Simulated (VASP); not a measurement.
# Pb (P6_3/mmc) in VASP: notebook

Pb is run at these levels: PBEsol; tasks: single point.

All numbers are computed with VASP 6.6.1; they aren't measurements. Logs are shortened: lines on timing, memory, paths and dates and some standing lists are left out, and cuts for length are marked.

## 1. The cell of the first run

It takes space group P6_3/mmc (No. 194, hexagonal). The conventional cell has a = 3.619 Å, b = 3.619 Å, c = 5.366 Å, α = 90.00°, β = 90.00°, γ = 120.00°. Within 4.5 Å of Pb (site symmetry -6m2) lie 12 Pb at 3.40 to 3.62 Å.

This isn't the form of Pb at room conditions, which is fcc.

## 2. Single point, PBEsol (strain +0.040 along x and y, -0.040 along z)

Input file INCAR:

```
SYSTEM = Pb
  ALGO = Fast
  EDIFF = 1E-6
  ENCUT = 520
  GGA = PS
  ISIF = 2
  ISMEAR = 0
  LASPH = .True.
  LCHARG = .True.
  LELF = .True.
  LREAL = .False.
  LVHAR = .True.
  LWAVE = .False.
  NBANDS = 21
  NELM = 100
  PREC = Accurate
  SIGMA = 0.15
```

Input file KPOINTS:

```
k-points
0
Gamma
  18 18 10
  0 0 0
```

Input file POSCAR:

```
Pb
1.0
    3.6192007182      0.0000000000      0.0000000000
   -1.8096003591      3.1343197634      0.0000000000
    0.0000000000      0.0000000000      5.3664000000
Pb
2
Direct
    0.3333333333      0.6666666667      0.2500000000
    0.6666666667      0.3333333333      0.7500000000
```

Potentials or basis: VASP PAW PBE potentials, release 64 (Pb_d).

Launch:

```
cat potpaw_PBE.64/Pb_d/POTCAR > POTCAR
mpirun -np 1 vasp_std > vasp.out
```

OUTCAR:

```text
SYSTEM = Pb
   EDIFF = 1E-6
   ENCUT = 520
   GGA = PS
   ISIF = 2
   ISMEAR = 0
   LASPH = .True.
   LREAL = .False.
   NELM = 100
   PREC = Accurate

 ion  position               nearest neighbor table
   1  0.333  0.667  0.250-   2 3.40   2 3.40   2 3.40   2 3.40   2 3.40   2 3.40
   2  0.667  0.333  0.750-   1 3.40   1 3.40   1 3.40   1 3.40   1 3.40   1 3.40

  LATTYP: Found a hexagonal cell.
 ALAT       =     3.6192007182
 C/A-ratio  =     1.4827583264

  Lattice vectors:

 A1 = (   3.6192007182,   0.0000000000,   0.0000000000)
 A2 = (  -1.8096003591,   3.1343197634,   0.0000000000)
 A3 = (   0.0000000000,   0.0000000000,   5.3664000000)

Analysis of symmetry for initial positions (statically):
=====================================================================
 Subroutine PRICEL returns:
 Original cell was already a primitive cell.

 Routine SETGRP: Setting up the symmetry group for a
 hexagonal supercell.

 Subroutine GETGRP returns: Found 24 space group operations
 (whereof 12 operations were pure point group operations)
 out of a pool of 24 trial point group operations.

The static configuration has the point symmetry D_3d.
 The point group associated with its full space group is D_6h.

Analysis of symmetry for dynamics (positions and initial velocities):
=====================================================================
 Subroutine PRICEL returns:
 Original cell was already a primitive cell.

 Routine SETGRP: Setting up the symmetry group for a
 hexagonal supercell.

 Subroutine GETGRP returns: Found 24 space group operations
 (whereof 12 operations were pure point group operations)
 out of a pool of 24 trial point group operations.

The dynamic configuration has the point symmetry D_3d.
 The point group associated with its full space group is D_6h.

 Subroutine INISYM returns: Found 24 space group operations
 (whereof 12 operations are pure point group operations),
 and found     1 'primitive' translations

----------------------------------------------------------------------------------------

                                     Primitive cell

  volume of cell :      60.8750

  direct lattice vectors                    reciprocal lattice vectors
     3.619200718  0.000000000  0.000000000     0.276304101  0.159524247  0.000000000
    -1.809600359  3.134319763  0.000000000     0.000000000  0.319048494  0.000000000
     0.000000000  0.000000000  5.366400000     0.000000000  0.000000000  0.186344663

  length of vectors
     3.619200718  3.619200718  5.366400000     0.319048494  0.319048494  0.186344663

  position of ions in fractional coordinates (direct lattice)
     0.333333333  0.666666667  0.250000000
     0.666666667  0.333333333  0.750000000
[... 79 lines left out ...]
   EDIFFG = 0.1E-04   stopping-criterion for IOM
   NSW    =      0    number of steps for IOM
   IBRION =     -1    ionic relax: 0-MD 1-quasi-New 2-CG
   NFREE  =      0    steps in history (QN), initial steepest desc. (CG)
   ISIF   =      2    stress and relaxation
   ISYM   =      2    0-nonsym 1-usesym 2-fastsym
   POTIM  = 0.5000    time-step for ionic-motion
   TEBEG  =    0.0;   TEEND  =   0.0 temperature during run
   PSTRESS=    0.0 pullay stress
   NELECT =      28.0000    total number of electrons
   NUPDOWN=      -1.0000    fix difference up-down
   EMIN   =  10.00;   EMAX   =-10.00  energy-range for DOS
   EFERMI =   0.00;   METHOD = LEGACY
   ISMEAR =     0;   SIGMA  =   0.15  broadening in eV -4-tet -1-fermi 0-gaus
   EFERMI_NEDOS =   21; number of points for ismear=-14 and -15
   IALGO  =     68    algorithm
   IMIX   =      4    mixing-type and parameters
     AMIX     =   0.40;   BMIX     =  1.00
     AMIX_MAG =   1.60;   BMIX_MAG =  1.00
  volume/ion in A,a.u.               =      30.44       205.40
  Fermi-wavevector in a.u.,A,eV,Ry     =   1.263711  2.388068 21.728042  1.596966
  Thomas-Fermi vector in A             =   2.397054
   LORBIT       =      0    0 simple, 1 ext, 2 COOP (PROOUT), +10 PAW based schemes
   GGA     = PS    functional components
   LHFCALC =     F    Hartree Fock is set to
   AEXX    =    0.0000 exact exchange contribution
   IVDW    =     0    specifies the selected vdW correction
   LEPSILON=     F    determine dielectric tensor
   LRPA    =     F    only Hartree local field effects (RPA)
 non-spin polarized calculation
 RMM-DIIS sequential band-by-band and
 Gauss-broadening in eV      SIGMA  =   0.15
  energy-cutoff  :      520.00
  volume of cell :       60.88
 maximum number of plane-waves:      1664
 NGX is ok and might be reduce to    28
   NGX = 13   NGY = 13   NGZ = 19

 number of electron      28.0000009 magnetization

 Free energy of the ion-electron system (eV)
  ---------------------------------------------------
  ext. energy  EPLUGINS =         0.00000000
  ---------------------------------------------------
  free energy    TOTEN  =        -7.91833414 eV

  energy without entropy =       -7.90564973  energy(sigma->0) =       -7.91199194

 E-fermi :   7.0402     XC(G=0): -10.3196

 val. band max:        7.0206934295   @ k =   0.5000  -0.0000   0.1000
 cond. band min:       7.0475204584   @ k =   0.2778   0.2222   0.2000
 fundamental gap:      0.0268270289
 Fermi energy:         7.0401717503

 k-point     1 :       0.0000    0.0000    0.0000
  band No.  band energies     occupation
      1      -9.9700      2.00000
      2      -9.9072      2.00000
      3      -9.9072      2.00000
      4      -9.9041      2.00000
      5      -9.9041      2.00000
      6      -9.8761      2.00000
[... 565 lines left out ...]
     20      14.0855      0.00000
     21      18.6485      0.00000

 [... further k-points ...]

------------------------ aborting loop because EDIFF is reached ----------------------------------------

  FORCE on cell =-STRESS in cart. coord.  units (eV):
  Direction    XX          YY          ZZ          XY          YZ          ZX
  --------------------------------------------------------------------------------------
  -------------------------------------------------------------------------------------
  Total       -0.6574161     -0.6574161      0.6622480     -0.0000000      0.0000000      0.0000000
  in kB      -17.3026208    -17.3026208     17.4297920     -0.0000000      0.0000000      0.0000000
  external PRESSURE =      -5.7251498 kB  Pullay stress =       0.0000000 kB

 VOLUME and BASIS-vectors are now :
 -----------------------------------------------------------------------------
  energy-cutoff  :      520.00
  volume of cell :       60.88
      direct lattice vectors                 reciprocal lattice vectors
     3.619200718  0.000000000  0.000000000     0.276304101  0.159524247  0.000000000
    -1.809600359  3.134319763  0.000000000     0.000000000  0.319048494  0.000000000
     0.000000000  0.000000000  5.366400000     0.000000000  0.000000000  0.186344663

 POSITION                                       TOTAL-FORCE (eV/Angst)
 -----------------------------------------------------------------------------------
     -0.00000      2.08955      1.34160         0.000000     -0.000000      0.000000
      1.80960      1.04477      4.02480        -0.000000      0.000000      0.000000
 -----------------------------------------------------------------------------------
    total drift:                               -0.000000      0.000000      0.000000

  FREE ENERGIE OF THE ION-ELECTRON SYSTEM (eV)
  ---------------------------------------------------
  free  energy   TOTEN  =        -7.9183341413 eV

  energy  without entropy=       -7.9056497304  energy(sigma->0) =       -7.91199194
```

OSZICAR:

```text
N       E                     dE             d eps       ncg     rms          rms(c)
DAV:   1     0.296202210602E+03    0.29620E+03   -0.14258E+04  9324   0.163E+03
DAV:   2     0.135648266119E+02   -0.28264E+03   -0.27616E+03  9414   0.409E+02
DAV:   3    -0.727279568910E+01   -0.20838E+02   -0.20609E+02 11403   0.137E+02
DAV:   4    -0.792241880445E+01   -0.64962E+00   -0.64935E+00 11067   0.274E+01
DAV:   5    -0.795452831227E+01   -0.32110E-01   -0.32109E-01 12726   0.558E+00    0.841E-01
RMM:   6    -0.792545215966E+01    0.29076E-01   -0.42360E-02 10558   0.249E+00    0.413E-01
RMM:   7    -0.791801441892E+01    0.74377E-02   -0.26480E-02 10464   0.156E+00    0.133E-01
RMM:   8    -0.791807244127E+01   -0.58022E-04   -0.66631E-03 13113   0.110E+00    0.260E-02
RMM:   9    -0.791830004429E+01   -0.22760E-03   -0.25424E-03 13754   0.403E-01    0.219E-02
RMM:  10    -0.791832132747E+01   -0.21283E-04   -0.33749E-04 12440   0.226E-01    0.940E-03
RMM:  11    -0.791833359716E+01   -0.12270E-04   -0.15724E-04 14743   0.106E-01    0.531E-03
RMM:  12    -0.791833439713E+01   -0.79998E-06   -0.20624E-05 12934   0.394E-02    0.285E-03
RMM:  13    -0.791833414129E+01    0.25584E-06   -0.25556E-06  6360   0.224E-02
   1 F= -.79183341E+01 E0= -.79119919E+01  d E =-.126844E-01
```

Run time: 1.9 min. Hardware: 1 thread of Intel Xeon 6975P-C (Granite Rapids), shared host; peak memory 0.34 GiB.

What came out:

| Item | Value |
| --- | --- |
| Free energy | -7.9183 eV |
| Pressure | -0.6 GPa |
| Band gap on the k mesh | zero (bands 14 and 15 overlap by 7.06 eV) |

Stress tensor (GPa, compression positive):
```
-1.73  0.00  0.00
 0.00 -1.73  0.00
 0.00  0.00  1.74
```

Caveat: the cell differs from its parent crystal (strain +0.040 along x and y, -0.040 along z); the PAW data sets were made with another functional, which shifts forces and pressure a little; spin-orbit coupling is left out, which moves the levels of the heavy elements.

## 3. Single point, PBEsol (strain +0.000 along x and y, +0.040 along z)

Input file INCAR:

```
  PREC = Accurate
  ENCUT = 520
  EDIFF = 1E-7
  ISMEAR = 0
  SIGMA = 0.15
  LREAL = F
  LASPH = T
  NELM = 80
  ALGO = Fast
  ISIF = 2
  LWAVE = F
  LCHARG = T
  GGA = PS
  LELF = T
  LVHAR = T
  NBANDS = 21
```

Input file KPOINTS:

```
regular mesh
0
Gamma
  18 18 10
```

Input file POSCAR:

```
Pb
1.0
    3.4800006906      0.0000000000      0.0000000000
   -1.7400003453      3.0137690032      0.0000000000
    0.0000000000      0.0000000000      5.8136000000
Pb
2
Direct
    0.3333333333      0.6666666667      0.2500000000
    0.6666666667      0.3333333333      0.7500000000
```

Potentials or basis: VASP PAW PBE potentials, release 64 (Pb_d).

Launch:

```
cat potpaw_PBE.64/Pb_d/POTCAR > POTCAR
mpirun -np 1 vasp_std > vasp.out
```

It took 2.8 min on 1 thread of Intel Xeon 6975P-C (Granite Rapids), shared host; peak memory 0.35 GiB.

It converged, with:

| Item | Value |
| --- | --- |
| Free energy | -7.9789 eV |
| Pressure | -1.0 GPa |
| Band gap on the k mesh | zero (bands 14 and 15 overlap by 7.82 eV) |

Stress tensor (GPa, compression positive):
```
-0.97  0.00  0.00
 0.00 -0.97  0.00
 0.00  0.00 -1.18
```

Levels at points of the mesh, in eV from the Fermi level:
```tsv
k point	band 11	band 12	band 13	band 14	band 15	band 16	band 17	band 18
(0.00, 0.00, 0.00)	-11.69	-8.28	-4.19	5.83	5.83	7.12	7.52	7.52
(0.50, 0.00, 0.00)	-8.19	-7.05	-2.98	-1.62	-0.44	1.75	2.25	5.57
(0.00, 0.00, 0.50)	-10.54	-10.54	0.52	0.52	6.63	6.63	6.63	6.63
(0.50, 0.00, 0.50)	-7.46	-7.46	-3.63	-3.63	3.40	3.40	3.55	3.55
```

Caveat: the cell differs from its parent crystal (strain +0.000 along x and y, +0.040 along z); the PAW data sets were made with another functional, which shifts forces and pressure a little; spin-orbit coupling is left out, which moves the levels of the heavy elements.

The gap in the log of VASP goes by the Fermi energy; the results here count the filled bands.